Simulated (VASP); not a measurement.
# Ag (I4/mmm) in VASP: a series of runs

Runs on Ag. Level: LDA. Tasks: single point.

All numbers are computed with VASP 6.6.1; they aren't measurements. Logs are shortened: lines on timing, memory, paths and dates and some standing lists are left out, and cuts for length are marked.

### Step 1. The cell of the first run

Symmetry: I4/mmm, No. 139, tetragonal system. The conventional cell has a = 3.717 Å, b = 3.717 Å, c = 2.628 Å, α = 90.00°, β = 90.00°, γ = 90.00°. Ag (site symmetry 4/mmm) has 10 Ag at 2.63 to 2.94 Å within 3.5 Å.

### Step 2. Single point, LDA

INCAR

```
SYSTEM = Ag
PREC = Accurate ; ENCUT = 520
EDIFF = 1E-6 ; ISMEAR = 0
SIGMA = 0.15 ; LREAL = .False.
LASPH = .True. ; NELM = 100
ALGO = Fast ; ISIF = 2
LWAVE = .False. ; LCHARG = .False.
NBANDS = 12
```

KPOINTS

```
regular mesh
0
Gamma
  22 22 22
  0 0 0
```

POSCAR

```
Ag
1.0
   -1.8585023365      1.8585023365      1.3139611519
    1.8585023365     -1.8585023365      1.3139611519
    1.8585023365      1.8585023365     -1.3139611519
Ag
1
Direct
    0.0000000000      0.0000000000      0.0000000000
```

Potentials or basis: VASP PAW LDA potentials, release 64 (Ag).

Run with:

```bash
$ cat potpaw_LDA.64/Ag/POTCAR > POTCAR
$ mpirun -np 1 vasp_std > vasp.out
```

OUTCAR:

```text
SYSTEM = Ag
   PREC = Accurate
   ENCUT = 520
   EDIFF = 1E-6
   ISMEAR = 0
   LREAL = .False.
   LASPH = .True.
   NELM = 100
   ISIF = 2

 ion  position               nearest neighbor table
   1  0.000  0.000  0.000-

  LATTYP: Found a body centered tetragonal cell.
 ALAT       =     3.7170046730
 C/A-ratio  =     0.7070000000

  Lattice vectors:

 A1 = (  -1.8585023365,   1.8585023365,   1.3139611519)
 A2 = (   1.8585023365,  -1.8585023365,   1.3139611519)
 A3 = (   1.8585023365,   1.8585023365,  -1.3139611519)

Analysis of symmetry for initial positions (statically):
=====================================================================
 Subroutine PRICEL returns:
 Original cell was already a primitive cell.

 Routine SETGRP: Setting up the symmetry group for a
 body centered tetragonal supercell.

 Subroutine GETGRP returns: Found 16 space group operations
 (whereof 16 operations were pure point group operations)
 out of a pool of 16 trial point group operations.

The static configuration has the point symmetry D_4h.

Analysis of symmetry for dynamics (positions and initial velocities):
=====================================================================
 Subroutine PRICEL returns:
 Original cell was already a primitive cell.

 Routine SETGRP: Setting up the symmetry group for a
 body centered tetragonal supercell.

 Subroutine GETGRP returns: Found 16 space group operations
 (whereof 16 operations were pure point group operations)
 out of a pool of 16 trial point group operations.

The dynamic configuration has the point symmetry D_4h.

 Subroutine INISYM returns: Found 16 space group operations
 (whereof 16 operations are pure point group operations),
 and found     1 'primitive' translations

----------------------------------------------------------------------------------------

                                     Primitive cell

  volume of cell :      18.1538

  direct lattice vectors                    reciprocal lattice vectors
    -1.858502336  1.858502336  1.313961152     0.000000000  0.269033829  0.380528754
     1.858502336 -1.858502336  1.313961152     0.269033829  0.000000000  0.380528754
     1.858502336  1.858502336 -1.313961152     0.269033829  0.269033829  0.000000000

  length of vectors
     2.938461464  2.938461464  2.938461464     0.466027181  0.466027181  0.380471290

  position of ions in fractional coordinates (direct lattice)
     0.000000000  0.000000000  0.000000000

[... 84 lines left out ...]
   TEBEG  =    0.0;   TEEND  =   0.0 temperature during run
   PSTRESS=    0.0 pullay stress
   NELECT =      11.0000    total number of electrons
   NUPDOWN=      -1.0000    fix difference up-down
   EMIN   =  10.00;   EMAX   =-10.00  energy-range for DOS
   EFERMI =   0.00;   METHOD = LEGACY
   ISMEAR =     0;   SIGMA  =   0.15  broadening in eV -4-tet -1-fermi 0-gaus
   EFERMI_NEDOS =   21; number of points for ismear=-14 and -15
   IALGO  =     68    algorithm
   IMIX   =      4    mixing-type and parameters
     AMIX     =   0.40;   BMIX     =  1.00
     AMIX_MAG =   1.60;   BMIX_MAG =  1.00
  volume/ion in A,a.u.               =      18.15       122.51
  Fermi-wavevector in a.u.,A,eV,Ry     =   1.385318  2.617871 26.111022  1.919106
  Thomas-Fermi vector in A             =   2.509739
   LORBIT       =      0    0 simple, 1 ext, 2 COOP (PROOUT), +10 PAW based schemes
   GGA     = CA    functional components
   LHFCALC =     F    Hartree Fock is set to
   AEXX    =    0.0000 exact exchange contribution
   IVDW    =     0    specifies the selected vdW correction
   LEPSILON=     F    determine dielectric tensor
   LRPA    =     F    only Hartree local field effects (RPA)
 non-spin polarized calculation
 RMM-DIIS sequential band-by-band and
 Gauss-broadening in eV      SIGMA  =   0.15
  energy-cutoff  :      520.00
  volume of cell :       18.15
 maximum number of plane-waves:       501
 NGX is ok and might be reduce to    24
   NGX = 11   NGY = 11   NGZ = 11

 number of electron      11.0000002 magnetization

 Free energy of the ion-electron system (eV)
  ---------------------------------------------------
  ext. energy  EPLUGINS =         0.00000000
  ---------------------------------------------------
  free energy    TOTEN  =        -3.57663865 eV

  energy without entropy =       -3.57384909  energy(sigma->0) =       -3.57524387

 E-fermi :   7.3156     XC(G=0): -12.1774

 val. band max:        7.2926027280   @ k =  -0.1364   0.4545   0.0909
 cond. band min:       7.3178704269   @ k =  -0.3636   0.5000   0.0909
 fundamental gap:      0.0252676989
 Fermi energy:         7.3155720977

 k-point     1 :       0.0000    0.0000    0.0000
  band No.  band energies     occupation
      1      -0.1091      2.00000
      2       1.8485      2.00000
      3       2.1281      2.00000
      4       3.6001      2.00000
      5       3.6001      2.00000
      6       4.1849      2.00000
      7      21.6553      0.00000
      8      21.6553      0.00000
      9      28.2138      0.00000
     10      28.3438      0.00000
     11      30.5722      0.00000
     12      30.5726      0.00000
[... 331 lines left out ...]
 k-point    24 :      -0.4545    0.0455    0.0000
  band No.  band energies     occupation
      1       1.3112      2.00000
      2       1.6007      2.00000
      3       3.6438      2.00000
      4       4.2361      2.00000
      5       4.6218      2.00000
      6       7.3201      0.96611
      7      14.6272      0.00000
      8      18.8403      0.00000
      9      19.7070      0.00000
     10      25.6265      0.00000
     11      26.4046      0.00000
     12      29.3914      0.00000

 [... further k-points ...]

------------------------ aborting loop because EDIFF is reached ----------------------------------------

  FORCE on cell =-STRESS in cart. coord.  units (eV):
  Direction    XX          YY          ZZ          XY          YZ          ZX
  --------------------------------------------------------------------------------------
  -------------------------------------------------------------------------------------
  Total       -1.4044614     -1.4044614      0.6019752      0.0000000      0.0000000     -0.0000000
  in kB     -123.9514610   -123.9514610     53.1276262      0.0000000      0.0000000     -0.0000000
  external PRESSURE =     -64.9250986 kB  Pullay stress =       0.0000000 kB

 VOLUME and BASIS-vectors are now :
 -----------------------------------------------------------------------------
  energy-cutoff  :      520.00
  volume of cell :       18.15
      direct lattice vectors                 reciprocal lattice vectors
    -1.858502336  1.858502336  1.313961152     0.000000000  0.269033829  0.380528754
     1.858502336 -1.858502336  1.313961152     0.269033829  0.000000000  0.380528754
     1.858502336  1.858502336 -1.313961152     0.269033829  0.269033829  0.000000000

 POSITION                                       TOTAL-FORCE (eV/Angst)
 -----------------------------------------------------------------------------------
      0.00000      0.00000      0.00000        -0.000000      0.000000      0.000000
 -----------------------------------------------------------------------------------
    total drift:                                0.000000      0.000000      0.000000

  FREE ENERGIE OF THE ION-ELECTRON SYSTEM (eV)
  ---------------------------------------------------
  free  energy   TOTEN  =        -3.5766386498 eV

  energy  without entropy=       -3.5738490874  energy(sigma->0) =       -3.57524387
```

OSZICAR:

```text
N       E                     dE             d eps       ncg     rms          rms(c)
DAV:   1     0.511998787504E+02    0.51200E+02   -0.54597E+03 20208   0.822E+02
DAV:   2    -0.304496926621E+01   -0.54245E+02   -0.51309E+02 23152   0.191E+02
DAV:   3    -0.386425166039E+01   -0.81928E+00   -0.81867E+00 23672   0.251E+01
DAV:   4    -0.386698105120E+01   -0.27294E-02   -0.27293E-02 22616   0.150E+00
DAV:   5    -0.386700525322E+01   -0.24202E-04   -0.24202E-04 23564   0.127E-01    0.514E+00
RMM:   6    -0.358937963414E+01    0.27763E+00   -0.44998E-01 20292   0.594E+00    0.329E+00
RMM:   7    -0.358082683292E+01    0.85528E-02   -0.68104E-03 22381   0.922E-01    0.190E+00
RMM:   8    -0.357662854250E+01    0.41983E-02   -0.85067E-04 23454   0.325E-01    0.136E-01
RMM:   9    -0.357663904202E+01   -0.10500E-04   -0.99587E-05 24532   0.807E-02    0.337E-02
RMM:  10    -0.357663867697E+01    0.36504E-06   -0.19406E-05 24416   0.343E-02    0.179E-02
RMM:  11    -0.357663864980E+01    0.27173E-07   -0.52273E-06 21054   0.144E-02
   1 F= -.35766386E+01 E0= -.35752439E+01  d E =-.278956E-02
```

It took 2.6 min on 1 thread of Intel Xeon 8259CL, shared host; peak memory 0.28 GiB.

What came out:

```
Free energy            : -3.5766 eV
Pressure               : -6.5 GPa
Band gap on the k mesh : zero (an odd number of electrons rules out a gap without spin polarisation)
```

Caveat: the cell stands under tension.

(Part 1 of 2 ends here.)
